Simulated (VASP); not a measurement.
# Ti4N3O (P4/mmm) in VASP: single point with PBE

Aim: the single point of Ti4N3O with PBE.

All numbers are computed with VASP 6.6.1; they aren't measurements. Logs are shortened: lines on timing, memory, paths and dates and some standing lists are left out, and cuts for length are marked.

### Step 1. The cell of the first run

The structure is tetragonal, space group P4/mmm (No. 123). Conventional cell: a = 3.011 Å, b = 3.011 Å, c = 8.520 Å, α = 90.00°, β = 90.00°, γ = 90.00°. Ti (site symmetry 4mm) has 5 N at 2.05 to 2.13 Å and 1 O at 2.21 Å within 2.7 Å. Ti (site symmetry 4/mmm) has 2 N at 2.12 Å and 4 O at 2.13 Å within 2.8 Å. Ti (site symmetry 4/mmm) has 6 N at 2.13 to 2.14 Å within 2.8 Å. Within 2.8 Å of N (site symmetry 4mm) lie 6 Ti at 2.12 to 2.14 Å. Within 2.7 Å of N (site symmetry 4/mmm) lie 6 Ti at 2.05 to 2.13 Å. O (site symmetry 4/mmm) has 6 Ti at 2.13 to 2.21 Å within 2.8 Å.

### Step 2. Single point, PBE

INCAR reads:

```
ALGO = Normal
EDIFF = 1E-6
ENCUT = 520
GGA = PE
ISIF = 2
ISMEAR = 0
LASPH = T
LCHARG = F
LREAL = F
LWAVE = F
NBANDS = 44
NELM = 80
PREC = Accurate
SIGMA = 0.1
```

KPOINTS reads:

```
k-points
0
Gamma
  12 12 6
```

POSCAR reads:

```
Ti4N3O
1.0
    3.0111522665      0.0000000000      0.0000000000
    0.0000000000      3.0111522665      0.0000000000
    0.0000000000      0.0000000000      8.5198966360
Ti N O
4 3 1
Direct
    0.0000000000      0.0000000000      0.7400555231
    0.5000000000      0.5000000000      0.0000000000
    0.0000000000      0.0000000000      0.2599444769
    0.5000000000      0.5000000000      0.5000000000
    0.5000000000      0.5000000000      0.2483437698
    0.0000000000      0.0000000000      0.5000000000
    0.5000000000      0.5000000000      0.7516562302
    0.0000000000      0.0000000000      0.0000000000
```

Potentials or basis: VASP PAW PBE potentials, release 64 (Ti_sv, N, O).

Run with:

```sh
$ cat potpaw_PBE.64/Ti_sv/POTCAR potpaw_PBE.64/N/POTCAR potpaw_PBE.64/O/POTCAR > POTCAR
$ mpirun -np 1 vasp_std > vasp.out
```

OUTCAR:

```text
EDIFF = 1E-6
   ENCUT = 520
   GGA = PE
   ISIF = 2
   ISMEAR = 0
   LASPH = T
   LREAL = F
   NELM = 80
   PREC = Accurate

 ion  position               nearest neighbor table
   1  0.000  0.000  0.740-   6 2.05   7 2.13   7 2.13   7 2.13   7 2.13   8 2.21
   2  0.500  0.500  0.000-   5 2.12   7 2.12   8 2.13   8 2.13   8 2.13   8 2.13
   3  0.000  0.000  0.260-   6 2.05   5 2.13   5 2.13   5 2.13   5 2.13   8 2.21
   4  0.500  0.500  0.500-   6 2.13   6 2.13   6 2.13   6 2.13   7 2.14   5 2.14
   5  0.500  0.500  0.248-   2 2.12   3 2.13   3 2.13   3 2.13   3 2.13   4 2.14
   6  0.000  0.000  0.500-   1 2.05   3 2.05   4 2.13   4 2.13   4 2.13   4 2.13
   7  0.500  0.500  0.752-   2 2.12   1 2.13   1 2.13   1 2.13   1 2.13   4 2.14
   8  0.000  0.000  0.000-   2 2.13   2 2.13   2 2.13   2 2.13   3 2.21   1 2.21

  LATTYP: Found a simple tetragonal cell.
 ALAT       =     3.0111522665
 C/A-ratio  =     2.8294472952

  Lattice vectors:

 A1 = (   3.0111522665,   0.0000000000,   0.0000000000)
 A2 = (   0.0000000000,   3.0111522665,   0.0000000000)
 A3 = (   0.0000000000,   0.0000000000,   8.5198966360)

Analysis of symmetry for initial positions (statically):
=====================================================================
 Subroutine PRICEL returns:
 Original cell was already a primitive cell.

 Routine SETGRP: Setting up the symmetry group for a
 simple tetragonal supercell.

 Subroutine GETGRP returns: Found 16 space group operations
 (whereof 16 operations were pure point group operations)
 out of a pool of 16 trial point group operations.

The static configuration has the point symmetry D_4h.

Analysis of symmetry for dynamics (positions and initial velocities):
=====================================================================
 Subroutine PRICEL returns:
 Original cell was already a primitive cell.

 Routine SETGRP: Setting up the symmetry group for a
 simple tetragonal supercell.

 Subroutine GETGRP returns: Found 16 space group operations
 (whereof 16 operations were pure point group operations)
 out of a pool of 16 trial point group operations.

The dynamic configuration has the point symmetry D_4h.

 Subroutine INISYM returns: Found 16 space group operations
 (whereof 16 operations are pure point group operations),
 and found     1 'primitive' translations

----------------------------------------------------------------------------------------

                                     Primitive cell

  volume of cell :      77.2502

  direct lattice vectors                    reciprocal lattice vectors
     3.011152266  0.000000000  0.000000000     0.332098782  0.000000000  0.000000000
     0.000000000  3.011152266  0.000000000     0.000000000  0.332098782  0.000000000
     0.000000000  0.000000000  8.519896636     0.000000000  0.000000000  0.117372316

  length of vectors
     3.011152266  3.011152266  8.519896636     0.332098782  0.332098782  0.117372316

  position of ions in fractional coordinates (direct lattice)
     0.000000000  0.000000000  0.740055523
     0.500000000  0.500000000  0.000000000
     0.000000000  0.000000000  0.259944477
     0.500000000  0.500000000  0.500000000
     0.500000000  0.500000000  0.248343770
     0.000000000  0.000000000  0.500000000
     0.500000000  0.500000000  0.751656230
     0.000000000  0.000000000  0.000000000

  ion indices of the primitive-cell ions
   primitive index   ion index
                 1           1
                 2           2
                 3           3
                 4           4
                 5           5
                 6           6
                 7           7
                 8           8

----------------------------------------------------------------------------------------

 KPOINTS: k-points

Automatic generation of k-mesh.
 Grid dimensions read from file:
 generate k-points for:   12   12    6

 Generating k-lattice:

  Cartesian coordinates                     Fractional coordinates (reciprocal lattice)
     0.027674898  0.000000000  0.000000000     0.083333333  0.000000000  0.000000000
     0.000000000  0.027674898  0.000000000     0.000000000  0.083333333  0.000000000
     0.000000000  0.000000000  0.019562053     0.000000000  0.000000000  0.166666667

  Length of vectors
     0.027674898  0.027674898  0.019562053

  Shift w.r.t. Gamma in fractional coordinates (k-lattice)
     0.000000000  0.000000000  0.000000000

 Subroutine IBZKPT returns following result:
 ===========================================

 Found    112 irreducible k-points:

 Following reciprocal coordinates:
            Coordinates               Weight
  0.000000  0.000000  0.000000      1.000000
  0.083333  0.000000  0.000000      4.000000
  0.166667  0.000000  0.000000      4.000000
  0.250000  0.000000  0.000000      4.000000
  0.333333  0.000000  0.000000      4.000000
  0.416667  0.000000  0.000000      4.000000
[... 16 lines left out ...]
  0.333333  0.333333  0.000000      4.000000
  0.416667  0.333333  0.000000      8.000000
 [... further k-points ...]
   k-points           NKPTS =    112   k-points in BZ     NKDIM =    112   number of bands    NBANDS=     44
   number of dos      NEDOS =    301   number of ions     NIONS =      8
   total plane-waves  NPLWV =  36864
   dimension x,y,z NGX =    24 NGY =   24 NGZ =   64
   dimension x,y,z NGXF=    48 NGYF=   48 NGZF=  128
   ions per type =               4   3   1
   NGX,Y,Z   is equivalent  to a cutoff of  13.25, 13.25, 12.49 a.u.
   NGXF,Y,Z  is equivalent  to a cutoff of  26.50, 26.50, 24.98 a.u.
 SYSTEM =  unknown system
   PREC   = accura    normal or accurate (medium, high low for compatibility)
   ISTART =      0    job   : 0-new  1-cont  2-samecut
   ICHARG =      2    charge: 1-file 2-atom 10-const
   ISPIN  =      1    spin polarized calculation?
   LNONCOLLINEAR =      F non collinear calculations
   LSORBIT =      F    spin-orbit coupling
   LASPH  =      T    aspherical Exc in radial PAW
   ENCUT  =  520.0 eV  38.22 Ry    6.18 a.u.   5.60  5.60 15.84*2*pi/ulx,y,z
   NELM   =     80;   NELMIN=  2; NELMDL= -5     # of ELM steps
   EDIFF  = 0.1E-05   stopping-criterion for ELM
   LREAL  =      F    real-space projection
   EDIFFG = 0.1E-04   stopping-criterion for IOM
   NSW    =      0    number of steps for IOM
   IBRION =     -1    ionic relax: 0-MD 1-quasi-New 2-CG
   NFREE  =      0    steps in history (QN), initial steepest desc. (CG)
   ISIF   =      2    stress and relaxation
   ISYM   =      2    0-nonsym 1-usesym 2-fastsym
   POTIM  = 0.5000    time-step for ionic-motion
   TEBEG  =    0.0;   TEEND  =   0.0 temperature during run
   PSTRESS=    0.0 pullay stress
   NELECT =      69.0000    total number of electrons
   NUPDOWN=      -1.0000    fix difference up-down
   EMIN   =  10.00;   EMAX   =-10.00  energy-range for DOS
   EFERMI =   0.00;   METHOD = LEGACY
   ISMEAR =     0;   SIGMA  =   0.10  broadening in eV -4-tet -1-fermi 0-gaus
   EFERMI_NEDOS =   21; number of points for ismear=-14 and -15
   IALGO  =     38    algorithm
   IMIX   =      4    mixing-type and parameters
     AMIX     =   0.40;   BMIX     =  1.00
     AMIX_MAG =   1.60;   BMIX_MAG =  1.00
  volume/ion in A,a.u.               =       9.66        65.16
  Fermi-wavevector in a.u.,A,eV,Ry     =   1.576611  2.979363 33.820041  2.485703
  Thomas-Fermi vector in A             =   2.677418
   LORBIT       =      0    0 simple, 1 ext, 2 COOP (PROOUT), +10 PAW based schemes
   GGA     = PE    functional components
   LHFCALC =     F    Hartree Fock is set to
   AEXX    =    0.0000 exact exchange contribution
   IVDW    =     0    specifies the selected vdW correction
   LEPSILON=     F    determine dielectric tensor
   LRPA    =     F    only Hartree local field effects (RPA)
 non-spin polarized calculation
 Gauss-broadening in eV      SIGMA  =   0.10
  energy-cutoff  :      520.00
  volume of cell :       77.25
 maximum number of plane-waves:      2111
 NGX is ok and might be reduce to    24
   NGX = 11   NGY = 11   NGZ = 31

 number of electron      68.9999987 magnetization

 Free energy of the ion-electron system (eV)
  ---------------------------------------------------
  ext. energy  EPLUGINS =         0.00000000
  ---------------------------------------------------
  free energy    TOTEN  =       -76.46950370 eV

  energy without entropy =      -76.44866968  energy(sigma->0) =      -76.45908669

 E-fermi :  11.5021     XC(G=0): -12.9219

 val. band max:       11.5013825750   @ k =   0.2500   0.0000   0.3333
 cond. band min:      11.5101057655   @ k =   0.5000   0.0833   0.0000
 fundamental gap:      0.0087231905
 Fermi energy:        11.5021297814

 k-point     1 :       0.0000    0.0000    0.0000
  band No.  band energies     occupation
      1     -46.6160      2.00000
      2     -46.3740      2.00000
      3     -46.3607      2.00000
      4     -46.1936      2.00000
      5     -23.0170      2.00000
      6     -22.8138      2.00000
[... 36 lines left out ...]
     43      13.0817      0.00000
     44      13.1094      0.00000

 k-point     2 :       0.0833    0.0000    0.0000
  band No.  band energies     occupation
      1     -46.6135      2.00000
      2     -46.3711      2.00000
      3     -46.3586      2.00000
      4     -46.1926      2.00000
      5     -23.0095      2.00000
      6     -22.8573      2.00000
[... 36 lines left out ...]
     43      13.0346      0.00000
     44      13.2831      0.00000

 k-point     3 :       0.1667    0.0000    0.0000
  band No.  band energies     occupation
      1     -46.6068      2.00000
      2     -46.3633      2.00000
      3     -46.3529      2.00000
      4     -46.1899      2.00000
      5     -22.9908      2.00000
      6     -22.9470      2.00000
[... 976 lines left out ...]
     43      13.5097      0.00000
     44      13.6204      0.00000

 k-point    24 :       0.4167    0.3333    0.0000
  band No.  band energies     occupation
      1     -46.5585      2.00000
      2     -46.3098      2.00000
      3     -46.3091      2.00000
      4     -46.1589      2.00000
      5     -23.1045      2.00000
      6     -23.0216      2.00000
[... 36 lines left out ...]
     43      13.6244      0.00000
     44      13.7622      0.00000

 [... further k-points ...]
[... 5 lines left out ...]
  --------------------------------------------------------------------------------------
  -------------------------------------------------------------------------------------
  Total        0.2435203      0.2435203      0.2354483      0.0000000     -0.0000000      0.0000000
  in kB        5.0506358      5.0506358      4.8832204      0.0000000     -0.0000000      0.0000000
  external PRESSURE =       4.9948307 kB  Pullay stress =       0.0000000 kB

 VOLUME and BASIS-vectors are now :
 -----------------------------------------------------------------------------
  energy-cutoff  :      520.00
  volume of cell :       77.25
      direct lattice vectors                 reciprocal lattice vectors
     3.011152266  0.000000000  0.000000000     0.332098782  0.000000000  0.000000000
     0.000000000  3.011152266  0.000000000     0.000000000  0.332098782  0.000000000
     0.000000000  0.000000000  8.519896636     0.000000000  0.000000000  0.117372316

 POSITION                                       TOTAL-FORCE (eV/Angst)
 -----------------------------------------------------------------------------------
      0.00000      0.00000      6.30520        -0.000000      0.000000      0.004465
      1.50558      1.50558      0.00000        -0.000000      0.000000     -0.000000
      0.00000      0.00000      2.21470        -0.000000      0.000000     -0.004465
      1.50558      1.50558      4.25995        -0.000000      0.000000     -0.000000
      1.50558      1.50558      2.11586        -0.000000     -0.000000      0.001630
      0.00000      0.00000      4.25995        -0.000000      0.000000     -0.000000
      1.50558      1.50558      6.40403         0.000000      0.000000     -0.001630
      0.00000      0.00000      0.00000        -0.000000      0.000000     -0.000000
 -----------------------------------------------------------------------------------
    total drift:                                0.000000     -0.000000     -0.000000

  FREE ENERGIE OF THE ION-ELECTRON SYSTEM (eV)
  ---------------------------------------------------
  free  energy   TOTEN  =       -76.4695036965 eV

  energy  without entropy=      -76.4486696758  energy(sigma->0) =      -76.45908669
```

Wall time 12 min (1 thread of AMD EPYC 7R43 (Zen 3), shared host); peak memory 0.36 GiB.

What came out:

```yaml
Free_energy: -76.4695 eV
Pressure: 0.5 GPa
Largest_force: 0.004 eV/Å
Band_gap_on_the_k_mesh: zero (an odd number of electrons rules out a gap without spin polarisation)
```

Forces on the atoms (eV/Å):
```
Ti   0.000  0.000  0.004
Ti   0.000  0.000  0.000
Ti   0.000  0.000 -0.004
Ti   0.000  0.000  0.000
N    0.000  0.000  0.002
N    0.000  0.000  0.000
N    0.000  0.000 -0.002
O    0.000  0.000  0.000
```

Levels at points of the mesh, in eV from the Fermi level:
| k point | band 30 | band 31 | band 32 | band 33 | band 34 | band 35 | band 36 | band 37 | band 38 | band 39 |
| --- | --- | --- | --- | --- | --- | --- | --- | --- | --- | --- |
| (0.00, 0.00, 0.00) | -3.18 | -2.98 | -2.57 | -2.57 | -2.21 | -2.02 | -0.71 | -0.71 | -0.68 | 0.46 |
| (0.50, 0.00, 0.00) | -5.44 | -5.21 | -5.10 | 0.59 | 0.71 | 0.81 | 1.04 | 1.53 | 1.58 | 1.59 |
| (0.50, 0.50, 0.00) | -4.00 | -4.00 | -3.34 | -3.13 | -3.13 | 0.65 | 0.65 | 0.67 | 0.67 | 1.52 |
| (0.00, 0.00, 0.50) | -3.06 | -2.99 | -2.99 | -2.89 | -2.89 | -1.36 | -0.95 | -0.06 | -0.06 | 0.58 |
| (0.50, 0.00, 0.50) | -5.35 | -5.35 | -5.23 | 0.69 | 0.94 | 0.99 | 1.03 | 1.04 | 1.07 | 1.30 |
| (0.50, 0.50, 0.50) | -4.71 | -4.60 | -4.43 | -2.00 | -2.00 | -0.87 | -0.87 | 1.71 | 1.71 | 1.74 |

Caveat: an odd number of electrons without spin polarisation forces a metal; a magnetic or distorted state may lie lower.
